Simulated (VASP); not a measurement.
**Mg2CdSe3: relaxation of cell and atoms with PBE**

Crystal: Mg2CdSe3.

```xyz
6
Lattice="-1.9790 1.9790 8.4007 1.9790 -1.9790 8.4007 1.9790 1.9790 -8.4007" Properties=species:S:1:pos:R:3 pbc="T T T"
Mg    0.0000    0.0000   14.0029
Mg    0.0000    0.0000    2.7985
Cd    0.0000    0.0000    8.4007
Se    0.0000    0.0000    0.0000
Se    0.0000    0.0000   11.2489
Se    0.0000    0.0000    5.5524
```

```json
{
  "Program": "VASP 6.6.1",
  "Task": "relaxation of cell and atoms",
  "Functional": "PBE",
  "Potentials or basis": "VASP PAW PBE potentials, release 64 (Mg, Cd, Se)",
  "Cutoff": "600 eV",
  "k mesh": "10 × 10 × 10",
  "Occupations": "gaussian, width 0.02 eV",
  "Spin": "no spin polarisation",
  "Dipole correction": "no",
  "Further INCAR settings": "ALGO = Normal; EDIFF = 1e-06; IBRION = 2; EDIFFG = -0.01; NSW = 100; ISIF = 3"
}
```

The relaxed volume is 21.92 Å³/atom, the relaxed cell is a = 8.859 Å, b = 8.859 Å, c = 8.859 Å, α = 154.20°, β = 154.20°, γ = 36.81° and the space group after relaxing (to 0.1 Å) is I4/mmm (No. 139). The energy gained by relaxing is 0.0 meV/atom and the ionic steps are 3. The pressure after relaxing is 0.0 GPa, the largest force after relaxing is 0.010 eV/Å and the band gap on the k mesh is 0.59 eV (least direct gap 1.22 eV).

Forces on the atoms (eV/Å):
```
Mg   0.000  0.000 -0.010
Mg   0.000  0.000  0.010
Cd   0.000  0.000  0.000
Se   0.000  0.000  0.000
Se   0.000  0.000 -0.005
Se   0.000  0.000  0.005
```

The path:
```tsv
step	energy change (eV)	largest force (eV/Å)	pressure (GPa)	volume (Å³)
1	0.0000	0.0299	-0.01	131.60
2	-0.0001	0.0194	0.00	131.58
3	-0.0002	0.0098	0.02	131.54
```

Final structure:
```yaml
crystal:
  lattice:
    - [-1.97789, 1.97789, 8.40602]
    - [1.97789, -1.97789, 8.40602]
    - [1.97789, 1.97789, -8.40602]
  atoms:
    - { symbol: Mg, position: [0.83322, 0.83322, 0.00000] }
    - { symbol: Mg, position: [0.16678, 0.16678, 0.00000] }
    - { symbol: Cd, position: [0.50000, 0.50000, 0.00000] }
    - { symbol: Se, position: [0.00000, 0.00000, 0.00000] }
    - { symbol: Se, position: [0.66981, 0.66981, 0.00000] }
    - { symbol: Se, position: [0.33019, 0.33019, 0.00000] }
```

Levels at points of the mesh, in eV from the valence-band top:
```
           k point  band 13  band 14  band 15  band 16  band 17  band 18  band 19  band 20  band 21
(0.00, 0.00, 0.00)    -1.57    -1.57    -0.38    -0.36    -0.36     0.86     2.09     2.45     4.36
(0.50, 0.00, 0.00)    -1.83    -0.82    -0.75    -0.48     0.00     3.32     4.24     4.30     5.05
(0.50, 0.50, 0.00)    -2.77    -2.57    -2.52    -1.98    -1.98     0.59     2.64     3.08     4.37
(0.50, 0.50, 0.50)    -2.00    -1.03    -1.03    -0.67    -0.67     0.65     3.47     3.67     4.21
```

Run time: 79 min on 1 thread of Oxide Virtual Turin-like Processor, on a shared host, peak memory 1.1 GiB.

Caveat: semilocal functionals underestimate gaps, and a narrow one can read as zero. A k mesh can miss the band edges.
